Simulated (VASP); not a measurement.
Set up this calculation in VASP 6.6.1, as the native input.

```yaml
Task: single point
Functional: PBE
Potentials_or_basis: VASP PAW PBE potentials, release 64 (Te, Mo_sv)
Cutoff: 520 eV
k_mesh: 4 × 8 × 2
Occupations: fermi-dirac, width 0.05 eV
Spin: no spin polarisation
Dipole_correction: no
Further_INCAR_settings: ALGO = Normal; EDIFF = 1e-06; NBANDS = 64
```

The structure of Te2Mo lies in POSCAR:

```
Te2Mo
1.0
    6.3300000000      0.0000000000      0.0000000000
    0.0000000000      3.4690000000      0.0000000000
   -0.9467947088      0.0000000000     13.8276237937
Te Mo
8 4
Direct
    0.9437000000      0.7500000000      0.6045000000
    0.0563000000      0.2500000000      0.3955000000
    0.9030000000      0.2500000000      0.8514000000
    0.0970000000      0.7500000000      0.1486000000
    0.4112000000      0.7500000000      0.8955000000
    0.5888000000      0.2500000000      0.1045000000
    0.4432000000      0.2500000000      0.6484000000
    0.5568000000      0.7500000000      0.3516000000
    0.8167000000      0.7500000000      0.9926000000
    0.1833000000      0.2500000000      0.0074000000
    0.6819000000      0.2500000000      0.4934000000
    0.3181000000      0.7500000000      0.5066000000
```

These files were run (other wordings do the same):

INCAR

```
  PREC = Accurate
  ENCUT = 520
  EDIFF = 1E-6
  ISMEAR = -1
  SIGMA = 0.05
  LREAL = False
  LASPH = True
  NELM = 80
  ALGO = Normal
  ISIF = 2
  LWAVE = False
  LCHARG = False
  GGA = PE
  NBANDS = 64
```

KPOINTS

```
Automatic mesh
0
Gamma
  4 8 2
```

Potentials or basis: VASP PAW PBE potentials, release 64 (Te, Mo_sv).

Run with:

```sh
$ cat potpaw_PBE.64/Te/POTCAR potpaw_PBE.64/Mo_sv/POTCAR > POTCAR
$ mpirun -np 1 vasp_std > vasp.out
```

Results of the run:

```yaml
Pressure: 2.5 GPa
Largest_force: 0.170 eV/Å
Band_gap_on_the_k_mesh: zero (bands 52 and 53 overlap by 0.19 eV)
```

Caveat: spin-orbit coupling is left out, which moves the levels of the heavy elements.

Run time: 7.8 min on 1 thread of Intel(R) Xeon(R) 6975P-C (Granite Rapids) (shared host), peak memory 0.64 GiB.
